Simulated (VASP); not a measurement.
# LiCl (Fm-3m) in VASP: notebook, part 2 of 2

VASP 6.6.1. Earlier steps stand in the parts before.

### 3 Single point, PBEsol (16.24 Å³/atom)

This run uses another cell than the first one, of 16.24 Å³/atom.

INCAR

```
SYSTEM = LiCl
ALGO     = Normal         ! electronic algorithm
EDIFF    = 1E-6           ! SCF threshold, eV
ENCUT    = 520            ! plane-wave cutoff, eV
GGA      = PS             ! functional
ISIF     = 2              ! what is computed and relaxed
ISMEAR   = 0              ! smearing method
LASPH    = .TRUE.         ! aspherical terms in the spheres
LCHARG   = .FALSE.        ! write CHGCAR
LREAL    = .FALSE.        ! projectors in reciprocal space
LWAVE    = .FALSE.        ! write WAVECAR
NBANDS   = 12             ! bands
NELM     = 60             ! most SCF steps
PREC     = Accurate       ! precision mode
SIGMA    = 0.05           ! smearing width, eV
```

KPOINTS

```
k-points
0
G
  10 10 10
  0 0 0
```

POSCAR

```
LiCl
1.0
    0.0000000000      2.5321515235      2.5321515235
    2.5321515235      0.0000000000      2.5321515235
    2.5321515235      2.5321515235      0.0000000000
Li Cl
1 1
Direct
    0.0000000000      0.0000000000      0.0000000000
    0.5000000000      0.5000000000      0.5000000000
```

Potentials or basis: VASP PAW PBE potentials, release 64 (Li_sv, Cl).

Launch:

```bash
$ cat potpaw_PBE.64/Li_sv/POTCAR potpaw_PBE.64/Cl/POTCAR > POTCAR
$ mpirun -np 1 vasp_std > vasp.out
```

OUTCAR:

```text
SYSTEM = LiCl
   EDIFF = 1E-6
   ENCUT = 520
   GGA = PS
   ISIF = 2
   ISMEAR = 0
   LASPH = .TRUE.
   LREAL = .FALSE.
   NELM = 60
   PREC = Accurate

 ion  position               nearest neighbor table
   1  0.000  0.000  0.000-   2 2.53   2 2.53   2 2.53   2 2.53   2 2.53   2 2.53
   2  0.500  0.500  0.500-   1 2.53   1 2.53   1 2.53   1 2.53   1 2.53   1 2.53

  LATTYP: Found a face centered cubic cell.
 ALAT       =     5.0643030470

  Lattice vectors:

 A1 = (   0.0000000000,   2.5321515235,   2.5321515235)
 A2 = (   2.5321515235,   0.0000000000,   2.5321515235)
 A3 = (   2.5321515235,   2.5321515235,   0.0000000000)

Analysis of symmetry for initial positions (statically):
=====================================================================
 Subroutine PRICEL returns:
 Original cell was already a primitive cell.

 Routine SETGRP: Setting up the symmetry group for a
 face centered cubic supercell.

 Subroutine GETGRP returns: Found 48 space group operations
 (whereof 48 operations were pure point group operations)
 out of a pool of 48 trial point group operations.

The static configuration has the point symmetry O_h .

Analysis of symmetry for dynamics (positions and initial velocities):
=====================================================================
 Subroutine PRICEL returns:
 Original cell was already a primitive cell.

 Routine SETGRP: Setting up the symmetry group for a
 face centered cubic supercell.

 Subroutine GETGRP returns: Found 48 space group operations
 (whereof 48 operations were pure point group operations)
 out of a pool of 48 trial point group operations.

The dynamic configuration has the point symmetry O_h .

 Subroutine INISYM returns: Found 48 space group operations
 (whereof 48 operations are pure point group operations),
 and found     1 'primitive' translations

----------------------------------------------------------------------------------------

                                     Primitive cell

  volume of cell :      32.4713

  direct lattice vectors                    reciprocal lattice vectors
     0.000000000  2.532151524  2.532151524    -0.197460537  0.197460537  0.197460537
     2.532151524  0.000000000  2.532151524     0.197460537 -0.197460537  0.197460537
     2.532151524  2.532151524  0.000000000     0.197460537  0.197460537 -0.197460537

  length of vectors
     3.581003027  3.581003027  3.581003027     0.342011683  0.342011683  0.342011683

  position of ions in fractional coordinates (direct lattice)
     0.000000000  0.000000000  0.000000000
     0.500000000  0.500000000  0.500000000

  ion indices of the primitive-cell ions
   primitive index   ion index
                 1           1
                 2           2

----------------------------------------------------------------------------------------

 KPOINTS: k-points

Automatic generation of k-mesh.
 Grid dimensions read from file:
 generate k-points for:   10   10   10

 Generating k-lattice:

  Cartesian coordinates                     Fractional coordinates (reciprocal lattice)
    -0.019746054  0.019746054  0.019746054     0.100000000  0.000000000  0.000000000
     0.019746054 -0.019746054  0.019746054     0.000000000  0.100000000  0.000000000
     0.019746054  0.019746054 -0.019746054     0.000000000  0.000000000  0.100000000

  Length of vectors
     0.034201168  0.034201168  0.034201168

  Shift w.r.t. Gamma in fractional coordinates (k-lattice)
     0.000000000  0.000000000  0.000000000

 Subroutine IBZKPT returns following result:
 ===========================================

 Found     47 irreducible k-points:

 Following reciprocal coordinates:
            Coordinates               Weight
  0.000000  0.000000  0.000000      1.000000
  0.100000  0.000000  0.000000      8.000000
  0.200000  0.000000  0.000000      8.000000
  0.300000  0.000000  0.000000      8.000000
  0.400000  0.000000  0.000000      8.000000
  0.500000  0.000000  0.000000      4.000000
[... 16 lines left out ...]
  0.300000  0.300000  0.000000      6.000000
  0.400000  0.300000  0.000000     24.000000
 [... further k-points ...]
   k-points           NKPTS =     47   k-points in BZ     NKDIM =     47   number of bands    NBANDS=     12
   number of dos      NEDOS =    301   number of ions     NIONS =      2
   total plane-waves  NPLWV =  21952
   dimension x,y,z NGX =    28 NGY =   28 NGZ =   28
   dimension x,y,z NGXF=    56 NGYF=   56 NGZF=   56
   ions per type =               1   1
   NGX,Y,Z   is equivalent  to a cutoff of  13.00, 13.00, 13.00 a.u.
   NGXF,Y,Z  is equivalent  to a cutoff of  26.00, 26.00, 26.00 a.u.
 SYSTEM =  LiCl
   PREC   = accura    normal or accurate (medium, high low for compatibility)
   ISTART =      0    job   : 0-new  1-cont  2-samecut
   ICHARG =      2    charge: 1-file 2-atom 10-const
   ISPIN  =      1    spin polarized calculation?
   LNONCOLLINEAR =      F non collinear calculations
   LSORBIT =      F    spin-orbit coupling
   LASPH  =      T    aspherical Exc in radial PAW
   ENCUT  =  520.0 eV  38.22 Ry    6.18 a.u.   6.66  6.66  6.66*2*pi/ulx,y,z
   NELM   =     60;   NELMIN=  2; NELMDL= -5     # of ELM steps
   EDIFF  = 0.1E-05   stopping-criterion for ELM
   LREAL  =      F    real-space projection
   EDIFFG = 0.1E-04   stopping-criterion for IOM
   NSW    =      0    number of steps for IOM
   IBRION =     -1    ionic relax: 0-MD 1-quasi-New 2-CG
   NFREE  =      0    steps in history (QN), initial steepest desc. (CG)
   ISIF   =      2    stress and relaxation
   ISYM   =      2    0-nonsym 1-usesym 2-fastsym
   POTIM  = 0.5000    time-step for ionic-motion
   TEBEG  =    0.0;   TEEND  =   0.0 temperature during run
   PSTRESS=    0.0 pullay stress
   NELECT =      10.0000    total number of electrons
   NUPDOWN=      -1.0000    fix difference up-down
   EMIN   =  10.00;   EMAX   =-10.00  energy-range for DOS
   EFERMI =   0.00;   METHOD = LEGACY
   ISMEAR =     0;   SIGMA  =   0.05  broadening in eV -4-tet -1-fermi 0-gaus
   EFERMI_NEDOS =   21; number of points for ismear=-14 and -15
   IALGO  =     38    algorithm
   IMIX   =      4    mixing-type and parameters
     AMIX     =   0.40;   BMIX     =  1.00
     AMIX_MAG =   1.60;   BMIX_MAG =  1.00
  volume/ion in A,a.u.               =      16.24       109.56
  Fermi-wavevector in a.u.,A,eV,Ry     =   1.105542  2.089171 16.629347  1.222223
  Thomas-Fermi vector in A             =   2.242030
   LORBIT       =      0    0 simple, 1 ext, 2 COOP (PROOUT), +10 PAW based schemes
   GGA     = PS    functional components
   LHFCALC =     F    Hartree Fock is set to
   AEXX    =    0.0000 exact exchange contribution
   IVDW    =     0    specifies the selected vdW correction
   LEPSILON=     F    determine dielectric tensor
   LRPA    =     F    only Hartree local field effects (RPA)
 non-spin polarized calculation
 Gauss-broadening in eV      SIGMA  =   0.05
  energy-cutoff  :      520.00
  volume of cell :       32.47
 maximum number of plane-waves:       893
   NGX = 13   NGY = 13   NGZ = 13

 number of electron      10.0000000 magnetization

 number of electron       9.9999997 magnetization

 Free energy of the ion-electron system (eV)
  ---------------------------------------------------
  ext. energy  EPLUGINS =         0.00000000
  ---------------------------------------------------
  free energy    TOTEN  =        -7.63916071 eV

  energy without entropy =       -7.63916071  energy(sigma->0) =       -7.63916071

 E-fermi :   1.1201     XC(G=0):  -9.0785

 val. band max:        0.8305980985   @ k =  -0.1000   0.1000   0.0000
 cond. band min:       7.1896919213   @ k =   0.0000   0.0000   0.0000
 fundamental gap:      6.3590938229
 Fermi energy:         1.1200556691

 k-point     1 :       0.0000    0.0000    0.0000
  band No.  band energies     occupation
      1     -41.9227      2.00000
      2     -12.7032      2.00000
      3       0.8300      2.00000
      4       0.8300      2.00000
      5       0.8300      2.00000
      6       7.1897      0.00000
      7      12.6723      0.00000
      8      12.6723      0.00000
      9      12.6723      0.00000
     10      15.4681      0.00000
     11      15.4682      0.00000
     12      15.5197      0.00000
[... 331 lines left out ...]
 k-point    24 :       0.4000    0.3000    0.0000
  band No.  band energies     occupation
      1     -41.9187      2.00000
      2     -12.0041      2.00000
      3      -1.6925      2.00000
      4      -0.2471      2.00000
      5      -0.1051      2.00000
      6       9.1423      0.00000
      7       9.6295      0.00000
      8      11.4891      0.00000
      9      13.5806      0.00000
     10      14.5388      0.00000
     11      17.9408      0.00000
     12      19.9316      0.00000

 [... further k-points ...]
[... 5 lines left out ...]
  --------------------------------------------------------------------------------------
  -------------------------------------------------------------------------------------
  Total       -0.0148888     -0.0148888     -0.0148888      0.0000000      0.0000000     -0.0000000
  in kB       -0.7346348     -0.7346348     -0.7346348      0.0000000      0.0000000     -0.0000000
  external PRESSURE =      -0.7346348 kB  Pullay stress =       0.0000000 kB

 VOLUME and BASIS-vectors are now :
 -----------------------------------------------------------------------------
  energy-cutoff  :      520.00
  volume of cell :       32.47
      direct lattice vectors                 reciprocal lattice vectors
     0.000000000  2.532151524  2.532151524    -0.197460537  0.197460537  0.197460537
     2.532151524  0.000000000  2.532151524     0.197460537 -0.197460537  0.197460537
     2.532151524  2.532151524  0.000000000     0.197460537  0.197460537 -0.197460537

 POSITION                                       TOTAL-FORCE (eV/Angst)
 -----------------------------------------------------------------------------------
      0.00000      0.00000      0.00000         0.000000      0.000000      0.000000
      2.53215      2.53215      2.53215        -0.000000     -0.000000     -0.000000
 -----------------------------------------------------------------------------------
    total drift:                                0.000000      0.000000      0.000000

  FREE ENERGIE OF THE ION-ELECTRON SYSTEM (eV)
  ---------------------------------------------------
  free  energy   TOTEN  =        -7.6391607147 eV

  energy  without entropy=       -7.6391607147  energy(sigma->0) =       -7.63916071
```

Run time: 9.5 s. Hardware: 1 thread of AMD EPYC 9R45 (Zen 5), shared host; peak memory 0.12 GiB.

Results:

* Free energy: -7.6392 eV
* Band gap on the k mesh: 6.36 eV

Levels at points of the mesh, in eV from the valence-band top:
| k point | band 2 | band 3 | band 4 | band 5 | band 6 | band 7 | band 8 | band 9 |
| --- | --- | --- | --- | --- | --- | --- | --- | --- |
| (0.00, 0.00, 0.00) | -13.53 | 0.00 | 0.00 | 0.00 | 6.36 | 11.84 | 11.84 | 11.84 |
| (0.50, 0.00, 0.00) | -12.90 | -3.03 | -0.28 | -0.28 | 6.60 | 9.41 | 9.41 | 13.22 |
| (0.50, 0.50, 0.00) | -12.62 | -3.14 | -1.20 | -1.20 | 7.86 | 8.03 | 12.60 | 14.28 |

Caveat: the cutoff is under 1.25 times the usual one of these potentials, so pressure, stress and relaxed cells hold a basis-set (Pulay) error; the PAW data sets were made with another functional, which shifts forces and pressure a little.

### 4 Single point, PBEsol (15.91 Å³/atom)

This run uses another cell than the first one, of 15.91 Å³/atom.

INCAR

```
SYSTEM = LiCl
  ALGO = Normal
  EDIFF = 1E-7
  ENCUT = 520
  GGA = PS
  ISIF = 2
  ISMEAR = 0
  LASPH = .True.
  LCHARG = .False.
  LREAL = .False.
  LWAVE = .False.
  NBANDS = 12
  NELM = 60
  PREC = Accurate
  SIGMA = 0.05
```

KPOINTS

```
k-points
0
Gamma
  10 10 10
  0 0 0
```

POSCAR

```
LiCl
1.0
    0.0000000000      2.5151567059      2.5151567059
    2.5151567059      0.0000000000      2.5151567059
    2.5151567059      2.5151567059      0.0000000000
Li Cl
1 1
Direct
    0.0000000000      0.0000000000      0.0000000000
    0.5000000000      0.5000000000      0.5000000000
```

Launch:

```bash
$ cat potpaw_PBE.64/Li_sv/POTCAR potpaw_PBE.64/Cl/POTCAR > POTCAR
$ mpirun -np 1 vasp_std > vasp.out
```

Wall time 12 s (1 thread of AMD EPYC 9R45 (Zen 5), shared host); peak memory 0.12 GiB.

Results (log left out):

```
Free energy            : -7.6375 eV
Band gap on the k mesh : 6.48 eV
```

Levels at points of the mesh, in eV from the valence-band top:
| k point | band 3 | band 4 | band 5 | band 6 | band 7 | band 8 |
| --- | --- | --- | --- | --- | --- | --- |
| (0.00, 0.00, 0.00) | 0.00 | 0.00 | 0.00 | 6.48 | 11.86 | 11.86 |
| (0.50, 0.00, 0.00) | -3.12 | -0.29 | -0.29 | 6.62 | 9.41 | 9.41 |
| (0.50, 0.50, 0.00) | -3.24 | -1.24 | -1.24 | 7.90 | 7.99 | 12.78 |

Caveat: the cutoff is under 1.25 times the usual one of these potentials, so pressure, stress and relaxed cells hold a basis-set (Pulay) error; the PAW data sets were made with another functional, which shifts forces and pressure a little. A hybrid or GW would open this gap; PBEsol tends to underestimate it.

### 5 Single point, PBEsol (16.87 Å³/atom)

This run uses another cell than the first one, of 16.87 Å³/atom.

INCAR

```
  PREC = Accurate
  ENCUT = 520
  EDIFF = 1E-7
  ISMEAR = 0
  SIGMA = 0.05
  LREAL = False
  LASPH = True
  NELM = 60
  ALGO = Normal
  ISIF = 2
  LWAVE = False
  LCHARG = False
  GGA = PS
  NBANDS = 12
```

KPOINTS

```
regular mesh
0
Gamma
  10 10 10
```

POSCAR

```
LiCl
1.0
    0.0000000000      2.5645194755      2.5645194755
    2.5645194755      0.0000000000      2.5645194755
    2.5645194755      2.5645194755      0.0000000000
Li Cl
1 1
Direct
    0.0000000000      0.0000000000      0.0000000000
    0.5000000000      0.5000000000      0.5000000000
```

Launch:

```bash
$ cat potpaw_PBE.64/Li_sv/POTCAR potpaw_PBE.64/Cl/POTCAR > POTCAR
$ mpirun -np 1 vasp_std > vasp.out
```

Run time: 11 s. Hardware: 1 thread of AMD EPYC 9R45 (Zen 5), shared host; peak memory 0.13 GiB.

It converged, with:

| Property | Result |
| --- | --- |
| Free energy | -7.6345 eV |
| Band gap on the k mesh | 6.14 eV |

Levels at points of the mesh, in eV from the valence-band top:
```csv
k point,band 3,band 4,band 5,band 6,band 7,band 8
"(0.00, 0.00, 0.00)",0.00,0.00,0.00,6.14,11.81,11.81
"(0.50, 0.00, 0.00)",-2.87,-0.26,-0.26,6.56,9.40,9.40
"(0.50, 0.50, 0.00)",-2.96,-1.12,-1.12,7.77,8.09,12.27
```

Caveat: the cutoff is under 1.25 times the usual one of these potentials, so pressure, stress and relaxed cells hold a basis-set (Pulay) error; the PAW data sets were made with another functional, which shifts forces and pressure a little. As with any semilocal functional, this PBEsol gap is likely too small.

### 6 Overview

```tsv
cell	gap on the mesh (eV)
a = 3.533 Å, angles 60.0°, 2 atoms	6.61
a = 3.581 Å, angles 60.0°, 2 atoms	6.36
a = 3.557 Å, angles 60.0°, 2 atoms	6.48
a = 3.627 Å, angles 60.0°, 2 atoms	6.14
```

Alike in all rows: task single point; level PBEsol; potentials or basis VASP PAW PBE potentials, release 64 (Li_sv, Cl); no spin polarisation; k mesh 10 × 10 × 10; cutoff (eV) 520; smearing gaussian 0.05 eV.

Caveats: the cutoff is under 1.25 times the usual one of these potentials, so pressure, stress and relaxed cells hold a basis-set (Pulay) error; the PAW data sets were made with another functional, which shifts forces and pressure a little.

Total energies depend on the potentials used, so only differences within one code and one set of settings carry meaning.
